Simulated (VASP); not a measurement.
Here is a VASP 6.6.1 calculation.

INCAR

```
ALGO = Normal ; EDIFF = 1E-6
ENCUT = 520 ; GGA = PS
GGA_COMPAT = False ; ISIF = 2
ISMEAR = 0 ; ISPIN = 2
LASPH = True ; LCHARG = False
LMAXMIX = 4 ; LORBIT = 11
LREAL = Auto ; LWAVE = False
MAGMOM = 0.02 0 0.05 0.04 0.01 0 0.01 0.07 0 0 0.05 0.01 0 0.01 0 0 0 0.03 0 0 0 0 0 0 0.01 0.01 0 0 0 0 0.01 ; NBANDS = 138
NELECT = 225.0 ; NELM = 200
NUPDOWN = 1.0 ; PREC = Accurate
SIGMA = 0.01
```

The input KPOINTS:

```
Automatic mesh
0
Gamma
  1 1 1
  0.25 0.25 0.25
```

The input POSCAR:

```
Ta12N19
1.0
    1.9387053200     -5.1062032500      0.0000000000
    3.8774106500     10.2124065000      0.0000000000
    0.0000000000      0.0000000000     10.2351147900
Ta N
12 19
Direct
    0.2025543421      0.3918912079      0.2321323655
    0.8688664139      0.0734627753      0.4360145183
    0.1235277033      0.4236579310      0.5823450713
    0.1357154584      0.4287846818      0.9393802286
    0.7996934824      0.0940633783      0.7534855285
    0.8624270560      0.0595319743      0.0583652513
    0.1974924886      0.8999549647      0.2470104093
    0.8397075753      0.5851026120      0.4496123645
    0.1384888883      0.9426714748      0.5601981593
    0.1318015850      0.9285800888      0.9385461008
    0.8256731461      0.6033401090      0.7539622705
    0.8826124262      0.5708543536      0.0597580698
    0.6896190559      0.1535265910      0.5770785929
    0.2691526446      0.3585157933      0.4257403789
    0.6939728182      0.1518990989      0.9274829818
    0.2414458239      0.3846026203      0.7517985826
    0.3164971055      0.3435112908      0.0711654254
    0.0460818373      0.4727482611      0.1285621916
    0.9460704809      0.0157160280      0.8781596808
    0.7674291516      0.1130566210      0.2455929620
    0.9735852860      0.0376050978      0.6177810155
    0.0603032809      0.9853311113      0.3798610522
    0.6946197555      0.6592730404      0.5734238205
    0.3154452668      0.8487783641      0.4267964039
    0.6970245315      0.6494802582      0.9279925292
    0.2378666872      0.8800028554      0.7497065813
    0.3110415212      0.8443516980      0.0722984592
    0.0458263175      0.9722346545      0.1184880748
    0.9798569353      0.5306991545      0.8801576419
    0.7685824284      0.6171134217      0.2496201347
    0.9375944747      0.5177299870      0.6056603841
```

Potentials or basis: VASP PAW PBE potentials, release 64 (Ta_pv, N).

Launch:

```sh
$ cat potpaw_PBE.64/Ta_pv/POTCAR potpaw_PBE.64/N/POTCAR > POTCAR
$ mpirun -np 1 vasp_std > vasp.out
```

(1) Predict the largest force.

## Answers

(1) 0.176 eV/Å.

Caveat: the k points lie up to 0.61 Å⁻¹ apart; the cell carries a net charge on a neutralising background, which shifts energy and pressure; the PAW data sets were made with another functional, which shifts forces and pressure a little; the total moment is fixed, so each spin has its own Fermi level and the state may be an excited one.
